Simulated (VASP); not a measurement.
A run of VASP 6.6.1:

File INCAR:

```
SYSTEM = TiSi2
  PREC = Accurate
  ENCUT = 520
  EDIFF = 1E-7
  ISMEAR = 0
  SIGMA = 0.15
  LREAL = .False.
  LASPH = .True.
  NELM = 60
  ALGO = Normal
  ISIF = 2
  LWAVE = .False.
  LCHARG = .True.
  GGA = PE
  LELF = .True.
  LVHAR = .True.
  NBANDS = 29
```

Contents of KPOINTS:

```
Automatic mesh
0
Gamma
  12 12 12
  0 0 0
```

The input POSCAR:

```
TiSi2
1.0
    1.8456427929     -6.5126595459      0.0000000000
    1.8456427929      6.5126595459      0.0000000000
    0.0000000000      0.0000000000      3.7242794745
Ti Si
2 4
Direct
    0.8968075259      0.1031924741      0.7500000000
    0.1031924741      0.8968075259      0.2500000000
    0.5591373592      0.4408626408      0.7500000000
    0.4408626408      0.5591373592      0.2500000000
    0.2498287182      0.7501712818      0.7500000000
    0.7501712818      0.2498287182      0.2500000000
```

Potentials or basis: VASP PAW PBE potentials, release 64 (Ti_sv, Si).

Launch:

```sh
$ cat potpaw_PBE.64/Ti_sv/POTCAR potpaw_PBE.64/Si/POTCAR > POTCAR
$ mpirun -np 1 vasp_std > vasp.out
```

Hardware: 1 thread of Intel(R) Xeon(R) Platinum 8175M CPU @ 2.50GHz (Skylake/Cascade Lake), with other jobs on the host.

Question: How long does it take, and how much memory?

Answer: Run time: 26 min on 1 thread of Intel(R) Xeon(R) Platinum 8175M CPU @ 2.50GHz (Skylake/Cascade Lake), with other jobs on the host, peak memory 0.72 GiB. Counts: scf iterations 16, k points 301.
